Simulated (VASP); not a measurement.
Input of a VASP 6.6.1 run:

The input INCAR:

```
PREC = Accurate
ENCUT = 520
EDIFF = 1E-7
ISMEAR = 0
SIGMA = 0.05
LREAL = False
LASPH = True
NELM = 150
ALGO = Normal
ISIF = 2
LWAVE = False
LCHARG = True
ISPIN = 2
MAGMOM = 1.66 0
LORBIT = 11
LMAXMIX = 4
GGA = PE
LELF = True
LVHAR = True
NBANDS = 20
```

The input KPOINTS:

```
regular mesh
0
Gamma
  10 10 10
```

The input POSCAR:

```
NbTe
1.0
    0.0000000000      3.1846619175      3.1528152983
    3.1846619175      0.0000000000      3.1528152983
    3.1846619175      3.1846619175      0.0000000000
Nb Te
1 1
Direct
    0.0000000000      0.0000000000      0.0000000000
    0.2500000000      0.2500000000      0.2500000000
```

Potentials or basis: VASP PAW PBE potentials, release 64 (Nb_sv, Te).

Command:

```sh
$ cat potpaw_PBE.64/Nb_sv/POTCAR potpaw_PBE.64/Te/POTCAR > POTCAR
$ mpirun -np 1 vasp_std > vasp.out
```

(1) Predict the pressure.

(2) What does it give for the site moments?

(3) Estimate the net moment.

Answers

(1) 0.5 GPa.

(2) Nb +1.58; Te -0.05 μB.

(3) 2.18 μB per cell.
